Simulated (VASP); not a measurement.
# Sr3Ga2 (R-3m) in VASP: single point with PBE

Aim: the single point of Sr3Ga2 with PBE.

Everything below comes from runs of VASP 6.6.1. Logs are shortened: lines on timing, memory, paths and dates and some standing lists are left out, and cuts for length are marked.

### 1 The cell of the first run

Symmetry: R-3m, No. 166, trigonal system. The conventional cell has a = 5.738 Å, b = 5.738 Å, c = 17.414 Å, α = 90.00°, β = 90.00°, γ = 120.00°. Sr (site symmetry 3m) has 7 Sr at 3.26 to 4.18 Å and 7 Ga at 3.46 to 4.02 Å within 4.3 Å. Sr (site symmetry -3m) has 6 Sr at 3.55 Å and 8 Ga at 3.55 to 4.01 Å within 4.7 Å. Ga (site symmetry 3m) has 11 Sr at 3.46 to 4.02 Å and 3 Ga at 3.56 Å within 4.5 Å.

### 2 Single point, PBE

Contents of INCAR:

```
PREC = Accurate ; ENCUT = 520
EDIFF = 1E-6 ; ISMEAR = -1
SIGMA = 0.025 ; LREAL = False
LASPH = True ; NELM = 100
ALGO = Normal ; ISIF = 2
LWAVE = False ; LCHARG = False
GGA = PE ; NBANDS = 36
```

Contents of KPOINTS:

```
Automatic mesh
0
Gamma
  6 6 6
```

Contents of POSCAR:

```
Sr3Ga2
1.0
    2.8690385056      4.9693204606      0.0000017423
   -2.8690385056      4.9693204606      0.0000017423
   -2.8690385056      1.6564381184      5.8047424569
Sr Ga
3 2
Direct
    0.4063177103      0.1873645795      0.2189531308
    0.5936822897      0.8126354205      0.7810468692
    0.0000000000      0.0000000000      0.0000000000
    0.7960781672      0.4078436656      0.3882345017
    0.2039218328      0.5921563344      0.6117654983
```

Potentials or basis: VASP PAW PBE potentials, release 64 (Sr_sv, Ga_d).

The run is started by

```
> cat potpaw_PBE.64/Sr_sv/POTCAR potpaw_PBE.64/Ga_d/POTCAR > POTCAR
> mpirun -np 1 vasp_std > vasp.out
```

OUTCAR:

```text
PREC = Accurate
   ENCUT = 520
   EDIFF = 1E-6
   ISMEAR = -1
   LREAL = False
   LASPH = True
   NELM = 100
   ISIF = 2
   GGA = PE

 ion  position               nearest neighbor table
   1  0.406  0.187  0.219-   2 3.26   4 3.46   4 3.46   4 3.46   5 3.52   3 3.55   3 3.55   3 3.55
                             5 4.02   5 4.02   5 4.02   2 4.18   2 4.18   2 4.18
   2  0.594  0.813  0.781-   1 3.26   5 3.46   5 3.46   5 3.46   4 3.52   3 3.55   3 3.55   3 3.55
                             4 4.02   4 4.02   4 4.02   1 4.18   1 4.18   1 4.18
   3  0.000  0.000  0.000-   2 3.55   2 3.55   1 3.55   1 3.55   1 3.55   2 3.55   5 3.55   4 3.55
                             4 4.01   5 4.01   5 4.01   4 4.01   5 4.01   4 4.01
   4  0.796  0.408  0.388-   1 3.46   1 3.46   1 3.46   2 3.52   3 3.55   3 4.01   3 4.01   3 4.01
                             2 4.02   2 4.02   2 4.02
   5  0.204  0.592  0.612-   2 3.46   2 3.46   2 3.46   1 3.52   3 3.55   3 4.01   3 4.01   3 4.01
                             1 4.02   1 4.02   1 4.02

  LATTYP: Found a trigonal (rhomboedric) cell.
 ALAT       =     6.6835771992
 COS(alpha) =     0.6314598467

  Lattice vectors:

 A1 = (  -2.8690385056,   1.6564381184,   5.8047424569)
 A2 = (   0.0000000000,  -3.3128823422,   5.8047407146)
 A3 = (   2.8690385056,   1.6564381184,   5.8047424569)

Analysis of symmetry for initial positions (statically):
=====================================================================
 Subroutine PRICEL returns:
 Original cell was already a primitive cell.

 Routine SETGRP: Setting up the symmetry group for a
 trigonal (rhombohedral) supercell.

 Subroutine GETGRP returns: Found 12 space group operations
 (whereof 12 operations were pure point group operations)
 out of a pool of 12 trial point group operations.

The static configuration has the point symmetry D_3d.

Analysis of symmetry for dynamics (positions and initial velocities):
=====================================================================
 Subroutine PRICEL returns:
 Original cell was already a primitive cell.

 Routine SETGRP: Setting up the symmetry group for a
 trigonal (rhombohedral) supercell.

 Subroutine GETGRP returns: Found 12 space group operations
 (whereof 12 operations were pure point group operations)
 out of a pool of 12 trial point group operations.

The dynamic configuration has the point symmetry D_3d.

 Subroutine INISYM returns: Found 12 space group operations
 (whereof 12 operations are pure point group operations),
 and found     1 'primitive' translations

[... 91 lines left out ...]
   PREC   = accura    normal or accurate (medium, high low for compatibility)
   ISTART =      0    job   : 0-new  1-cont  2-samecut
   ICHARG =      2    charge: 1-file 2-atom 10-const
   ISPIN  =      1    spin polarized calculation?
   LNONCOLLINEAR =      F non collinear calculations
   LSORBIT =      F    spin-orbit coupling
   LASPH  =      T    aspherical Exc in radial PAW
   ENCUT  =  520.0 eV  38.22 Ry    6.18 a.u.  10.67 10.67 12.43*2*pi/ulx,y,z
   NELM   =    100;   NELMIN=  2; NELMDL= -5     # of ELM steps
   EDIFF  = 0.1E-05   stopping-criterion for ELM
   LREAL  =      F    real-space projection
[... 7 lines left out ...]
   TEBEG  =    0.0;   TEEND  =   0.0 temperature during run
   PSTRESS=    0.0 pullay stress
   NELECT =      56.0000    total number of electrons
   NUPDOWN=      -1.0000    fix difference up-down
   EMIN   =  10.00;   EMAX   =-10.00  energy-range for DOS
   EFERMI =   0.00;   METHOD = LEGACY
   ISMEAR =    -1;   SIGMA  =   0.03  broadening in eV -4-tet -1-fermi 0-gaus
   EFERMI_NEDOS =   21; number of points for ismear=-14 and -15
   IALGO  =     38    algorithm
   IMIX   =      4    mixing-type and parameters
     AMIX     =   0.40;   BMIX     =  1.00
     AMIX_MAG =   1.60;   BMIX_MAG =  1.00
  volume/ion in A,a.u.               =      33.10       223.39
  Fermi-wavevector in a.u.,A,eV,Ry     =   1.140745  2.155696 17.705264  1.301300
  Thomas-Fermi vector in A             =   2.277447
   LORBIT       =      0    0 simple, 1 ext, 2 COOP (PROOUT), +10 PAW based schemes
   GGA     = PE    functional components
   LHFCALC =     F    Hartree Fock is set to
   AEXX    =    0.0000 exact exchange contribution
   IVDW    =     0    specifies the selected vdW correction
   LEPSILON=     F    determine dielectric tensor
   LRPA    =     F    only Hartree local field effects (RPA)
 non-spin polarized calculation
  energy-cutoff  :      520.00
  volume of cell :      165.52
 maximum number of plane-waves:      4503
 NGX is ok and might be reduce to    48
   NGX = 21   NGY = 21   NGZ = 25

 number of electron      55.9999999 magnetization

 Free energy of the ion-electron system (eV)
  ---------------------------------------------------
  ext. energy  EPLUGINS =         0.00000000
  ---------------------------------------------------
  free energy    TOTEN  =       -10.59581246 eV

  energy without entropy =      -10.58540221  energy(sigma->0) =      -10.59060733

 E-fermi :   3.1541     XC(G=0):  -8.8547

 val. band max:        3.1521088227   @ k =   0.0000  -0.1667   0.3333
 cond. band min:       3.1672478990   @ k =   0.5000   0.3333   0.1667
 fundamental gap:      0.0151390763
 Fermi energy:         3.1541290873

 k-point     1 :       0.0000    0.0000    0.0000
  band No.  band energies     occupation
      1     -33.3410      2.00000
      2     -33.2048      2.00000
      3     -33.1557      2.00000
      4     -15.6037      2.00000
      5     -15.5653      2.00000
      6     -15.5653      2.00000
[... 925 lines left out ...]
     35       5.4559      0.00000
     36       5.7732      0.00000

 [... further k-points ...]
[... 5 lines left out ...]
  --------------------------------------------------------------------------------------
  -------------------------------------------------------------------------------------
  Total        0.0616870      0.0616870      0.0791974      0.0000000     -0.0000000      0.0000000
  in kB        0.5971148      0.5971148      0.7666118      0.0000000     -0.0000001      0.0000000
  external PRESSURE =       0.6536138 kB  Pullay stress =       0.0000000 kB

 VOLUME and BASIS-vectors are now :
 -----------------------------------------------------------------------------
  energy-cutoff  :      520.00
  volume of cell :      165.52
      direct lattice vectors                 reciprocal lattice vectors
     2.869038506  4.969320461  0.000001742     0.174274412  0.100617359  0.057424352
    -2.869038506  4.969320461  0.000001742    -0.174274412  0.100617419 -0.114848597
    -2.869038506  1.656438118  5.804742457     0.000000000 -0.000000060  0.172272949

 POSITION                                       TOTAL-FORCE (eV/Angst)
 -----------------------------------------------------------------------------------
      0.00000      3.31288      1.27097         0.000000     -0.000000      0.004573
     -2.86904      8.28220      4.53378        -0.000000      0.000000     -0.004573
      0.00000      0.00000      0.00000         0.000000     -0.000000      0.000000
     -0.00000      6.62576      2.25360         0.000000      0.000000     -0.010914
     -2.86904      4.96932      3.55114        -0.000000     -0.000000      0.010914
 -----------------------------------------------------------------------------------
    total drift:                                0.000000     -0.000000     -0.000000

  FREE ENERGIE OF THE ION-ELECTRON SYSTEM (eV)
  ---------------------------------------------------
  free  energy   TOTEN  =       -10.5958124585 eV

  energy  without entropy=      -10.5854022063  energy(sigma->0) =      -10.59060733
```

OSZICAR:

```text
N       E                     dE             d eps       ncg     rms          rms(c)
DAV:   1     0.547719257377E+03    0.54772E+03   -0.25981E+04  2360   0.187E+03
DAV:   2     0.618680641996E+02   -0.48585E+03   -0.47070E+03  2616   0.493E+02
DAV:   3    -0.604326682745E+01   -0.67911E+02   -0.66671E+02  3208   0.157E+02
DAV:   4    -0.103798392902E+02   -0.43366E+01   -0.42747E+01  3384   0.344E+01
DAV:   5    -0.107130612819E+02   -0.33322E+00   -0.33213E+00  3932   0.725E+00    0.235E+01
DAV:   6    -0.106260442183E+02    0.87017E-01   -0.25344E-01  3428   0.336E+00    0.138E+01
DAV:   7    -0.105935852839E+02    0.32459E-01   -0.19653E-01  3272   0.271E+00    0.547E-01
DAV:   8    -0.105954925036E+02   -0.19072E-02   -0.26189E-02  3172   0.862E-01    0.238E-01
DAV:   9    -0.105957794292E+02   -0.28693E-03   -0.19633E-03  3956   0.198E-01    0.135E-01
DAV:  10    -0.105958004595E+02   -0.21030E-04   -0.16255E-04  3484   0.918E-02    0.595E-02
DAV:  11    -0.105958115049E+02   -0.11045E-04   -0.25805E-05  3752   0.276E-02    0.906E-03
DAV:  12    -0.105958124585E+02   -0.95369E-06   -0.30329E-06  2072   0.966E-03
   1 F= -.10595812E+02 E0= -.10590607E+02  d E =-.104103E-01
```

It took 2.2 min on 1 thread of Intel Xeon 6975P-C (Granite Rapids), shared host; peak memory 0.4 GiB.

Results:

* Free energy: -10.5958 eV
* Pressure: 0.1 GPa
* Largest force: 0.011 eV/Å
* Band gap on the k mesh: zero (bands 28 and 29 overlap by 0.89 eV)

Forces in eV/Å, atoms in the order of the input:
```
Sr   0.000  0.000  0.005
Sr   0.000  0.000 -0.005
Sr   0.000  0.000  0.000
Ga   0.000  0.000 -0.011
Ga   0.000  0.000  0.011
```

Levels at points of the mesh, in eV from the Fermi level:
```
           k point  band 26  band 27  band 28  band 29  band 30  band 31
(0.00, 0.00, 0.00)    -1.36    -1.36    -0.30     0.13     0.13     0.96
(0.50, 0.00, 0.00)    -1.35    -1.11    -1.02    -0.67     0.69     0.85
(0.00, 0.50, 0.00)    -1.65    -1.04    -0.34     0.49     0.76     0.88
(0.00, 0.00, 0.50)    -0.96    -0.96    -0.26    -0.16    -0.16     0.70
```
